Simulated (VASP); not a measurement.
# SiC (m.bA) (F-43m) in VASP: notebook, part 2 of 2

VASP 6.6.1. Earlier steps stand in the parts before.

**3. Single point, PBE**

This run uses another cell than the first one, of 10.50 Å³/atom, 1.014 times its volume.

The input, INCAR:

```
SYSTEM = SiC
ALGO = Normal ; EDIFF = 1E-6
ENCUT = 600 ; GGA = PE
GGA_COMPAT = .FALSE. ; ISIF = 2
ISMEAR = 0 ; LASPH = .TRUE.
LCHARG = .FALSE. ; LREAL = .FALSE.
LWAVE = .FALSE. ; NBANDS = 11
NELM = 120 ; PREC = Accurate
SIGMA = 0.02
```

The input, KPOINTS:

```
k-points
0
G
  10 10 10
  0 0 0
```

The input, POSCAR:

```
SiC
1.0
    0.0000000000      2.1898586883      2.1898586883
    2.1898586883      0.0000000000      2.1898586883
    2.1898586883      2.1898586883      0.0000000000
Si C
1 1
Direct
    0.0000000000      0.0000000000      0.0000000000
    0.2500000000      0.2500000000      0.2500000000
```

Potentials or basis: VASP PAW PBE potentials, release 64 (Si, C).

On the command line:

```
$ cat potpaw_PBE.64/Si/POTCAR potpaw_PBE.64/C/POTCAR > POTCAR
$ mpirun -np 1 vasp_std > vasp.out
```

OUTCAR:

```text
SYSTEM = SiC
   EDIFF = 1E-6
   ENCUT = 600
   GGA = PE
   ISIF = 2
   ISMEAR = 0
   LASPH = .TRUE.
   LREAL = .FALSE.
   NELM = 120
   PREC = Accurate

 ion  position               nearest neighbor table
   1  0.000  0.000  0.000-   2 1.90   2 1.90   2 1.90   2 1.90
   2  0.250  0.250  0.250-   1 1.90   1 1.90   1 1.90   1 1.90

  LATTYP: Found a face centered cubic cell.
 ALAT       =     4.3797173766

  Lattice vectors:

 A1 = (   0.0000000000,   2.1898586883,   2.1898586883)
 A2 = (   2.1898586883,   0.0000000000,   2.1898586883)
 A3 = (   2.1898586883,   2.1898586883,   0.0000000000)

Analysis of symmetry for initial positions (statically):
=====================================================================
 Subroutine PRICEL returns:
 Original cell was already a primitive cell.

 Routine SETGRP: Setting up the symmetry group for a
 face centered cubic supercell.

 Subroutine GETGRP returns: Found 24 space group operations
 (whereof 24 operations were pure point group operations)
 out of a pool of 48 trial point group operations.

The static configuration has the point symmetry T_d .

Analysis of symmetry for dynamics (positions and initial velocities):
=====================================================================
 Subroutine PRICEL returns:
 Original cell was already a primitive cell.

 Routine SETGRP: Setting up the symmetry group for a
 face centered cubic supercell.

 Subroutine GETGRP returns: Found 24 space group operations
 (whereof 24 operations were pure point group operations)
 out of a pool of 48 trial point group operations.

The dynamic configuration has the point symmetry T_d .

 Subroutine INISYM returns: Found 24 space group operations
 (whereof 24 operations are pure point group operations),
 and found     1 'primitive' translations

----------------------------------------------------------------------------------------

                                     Primitive cell

  volume of cell :      21.0029

[... 117 lines left out ...]
   LEPSILON=     F    determine dielectric tensor
   LRPA    =     F    only Hartree local field effects (RPA)
 non-spin polarized calculation
 Gauss-broadening in eV      SIGMA  =   0.02
  energy-cutoff  :      600.00
  volume of cell :       21.00
 maximum number of plane-waves:       725
 NGX is ok and might be reduce to    28
   NGX = 13   NGY = 13   NGZ = 13

 number of electron       8.0000000 magnetization

 Free energy of the ion-electron system (eV)
  ---------------------------------------------------
  ext. energy  EPLUGINS =         0.00000000
  ---------------------------------------------------
  free energy    TOTEN  =       -15.06218825 eV

  energy without entropy =      -15.06218825  energy(sigma->0) =      -15.06218825

 E-fermi :   8.0346     XC(G=0): -11.2912

 val. band max:        7.9397601350   @ k =   0.0000   0.0000   0.0000
 cond. band min:       9.3107925760   @ k =   0.5000   0.5000   0.0000
 fundamental gap:      1.3710324410
 Fermi energy:         8.0346102105

 k-point     1 :       0.0000    0.0000    0.0000
  band No.  band energies     occupation
      1      -7.3468      2.00000
      2       7.9398      2.00000
      3       7.9398      2.00000
      4       7.9398      2.00000
      5      13.9986      0.00000
      6      15.1449      0.00000
      7      15.1449      0.00000
      8      15.1449      0.00000
      9      22.3603      0.00000
     10      22.3603      0.00000
     11      24.1904      0.00000
[... 309 lines left out ...]
 k-point    24 :       0.4000    0.3000    0.0000
  band No.  band energies     occupation
      1      -4.2452      2.00000
      2       2.3764      2.00000
      3       4.8186      2.00000
      4       5.3388      2.00000
      5      10.7986      0.00000
      6      13.5029      0.00000
      7      19.4023      0.00000
      8      19.7310      0.00000
      9      21.5332      0.00000
     10      25.8803      0.00000
     11      28.9673      0.00000

 [... further k-points ...]

------------------------ aborting loop because EDIFF is reached ----------------------------------------

  FORCE on cell =-STRESS in cart. coord.  units (eV):
  Direction    XX          YY          ZZ          XY          YZ          ZX
  --------------------------------------------------------------------------------------
  -------------------------------------------------------------------------------------
  Total       -0.0237601     -0.0237601     -0.0237601      0.0000000      0.0000000      0.0000000
  in kB       -1.8125112     -1.8125112     -1.8125112      0.0000000      0.0000000      0.0000000
  external PRESSURE =      -1.8125112 kB  Pullay stress =       0.0000000 kB

 VOLUME and BASIS-vectors are now :
 -----------------------------------------------------------------------------
  energy-cutoff  :      600.00
  volume of cell :       21.00
      direct lattice vectors                 reciprocal lattice vectors
     0.000000000  2.189858688  2.189858688    -0.228325235  0.228325235  0.228325235
     2.189858688  0.000000000  2.189858688     0.228325235 -0.228325235  0.228325235
     2.189858688  2.189858688  0.000000000     0.228325235  0.228325235 -0.228325235

 POSITION                                       TOTAL-FORCE (eV/Angst)
 -----------------------------------------------------------------------------------
      0.00000      0.00000      0.00000         0.000000      0.000000      0.000000
      1.09493      1.09493      1.09493        -0.000000     -0.000000     -0.000000
 -----------------------------------------------------------------------------------
    total drift:                               -0.000000     -0.000000     -0.000000

  FREE ENERGIE OF THE ION-ELECTRON SYSTEM (eV)
  ---------------------------------------------------
  free  energy   TOTEN  =       -15.0621882535 eV

  energy  without entropy=      -15.0621882535  energy(sigma->0) =      -15.06218825
```

OSZICAR:

```text
N       E                     dE             d eps       ncg     rms          rms(c)
DAV:   1     0.579804837196E+01    0.57980E+01   -0.42124E+03  1050   0.690E+02
DAV:   2    -0.161778675475E+02   -0.21976E+02   -0.20851E+02  1342   0.116E+02
DAV:   3    -0.168726346306E+02   -0.69477E+00   -0.69344E+00  1286   0.173E+01
DAV:   4    -0.168752854431E+02   -0.26508E-02   -0.26507E-02  1186   0.133E+00
DAV:   5    -0.168752969481E+02   -0.11505E-04   -0.11505E-04  1256   0.832E-02    0.865E+00
DAV:   6    -0.151146309884E+02    0.17607E+01   -0.64628E+00  1154   0.113E+01    0.382E+00
DAV:   7    -0.150696394616E+02    0.44992E-01   -0.36756E-01  1232   0.348E+00    0.175E+00
DAV:   8    -0.150619692522E+02    0.76702E-02   -0.20119E-02  1163   0.948E-01    0.174E-01
DAV:   9    -0.150620722080E+02   -0.10296E-03   -0.16904E-03  1279   0.233E-01    0.112E-01
DAV:  10    -0.150621854651E+02   -0.11326E-03   -0.25112E-04  1163   0.957E-02    0.266E-02
DAV:  11    -0.150621878462E+02   -0.23811E-05   -0.46217E-05  1241   0.351E-02    0.707E-03
DAV:  12    -0.150621882535E+02   -0.40727E-06   -0.22099E-06  1107   0.886E-03
   1 F= -.15062188E+02 E0= -.15062188E+02  d E =-.577664E-14
```

Run time: 14 s. Hardware: 1 thread of Intel Xeon Platinum 8488C (Sapphire Rapids), shared host; peak memory 0.15 GiB.

What came out:

* Free energy: -15.0622 eV
* Pressure: -0.2 GPa
* Band gap on the k mesh: 1.37 eV, indirect (least direct gap 4.53 eV)

Levels at points of the mesh, in eV from the valence-band top:
```tsv
k point	band 2	band 3	band 4	band 5	band 6	band 7
(0.00, 0.00, 0.00)	0.00	0.00	0.00	6.06	7.21	7.21
(0.50, 0.00, 0.00)	-8.45	-1.05	-1.05	5.30	7.17	7.17
(0.50, 0.50, 0.00)	-7.75	-3.16	-3.16	1.37	4.27	13.86
```

**4. Single point, PBE**

This run uses another cell than the first one, of 10.50 Å³/atom, 1.014 times its volume.

The input, INCAR:

```
PREC = Accurate ; ENCUT = 600
EDIFF = 1E-6 ; ISMEAR = 0
SIGMA = 0.02 ; LREAL = False
LASPH = True ; NELM = 120
ALGO = Normal ; ISIF = 2
LWAVE = False ; LCHARG = False
GGA = PE ; NBANDS = 11
GGA_COMPAT = False
```

The input, KPOINTS:

```
Automatic mesh
0
Gamma
  10 10 10
```

POSCAR is that of step 3.

On the command line:

```
$ cat potpaw_PBE.64/Si/POTCAR potpaw_PBE.64/C/POTCAR > POTCAR
$ mpirun -np 1 vasp_std > vasp.out
```

It took 15 s on 1 thread of Intel Xeon Platinum 8488C (Sapphire Rapids), shared host; peak memory 0.15 GiB.

It converged, with:

```
Free energy            : -15.0622 eV
Pressure               : -0.2 GPa
Band gap on the k mesh : 1.37 eV, indirect (least direct gap 4.53 eV)
```

Levels at points of the mesh, in eV from the valence-band top:
| k point | band 1 | band 2 | band 3 | band 4 | band 5 | band 6 | band 7 | band 8 | band 9 |
| --- | --- | --- | --- | --- | --- | --- | --- | --- | --- |
| (0.00, 0.00, 0.00) | -15.29 | 0.00 | 0.00 | 0.00 | 6.06 | 7.21 | 7.21 | 7.21 | 14.42 |
| (0.50, 0.00, 0.00) | -11.78 | -8.45 | -1.05 | -1.05 | 5.30 | 7.17 | 7.17 | 9.97 | 16.02 |
| (0.50, 0.50, 0.00) | -10.34 | -7.75 | -3.16 | -3.16 | 1.37 | 4.27 | 13.86 | 13.86 | 14.59 |
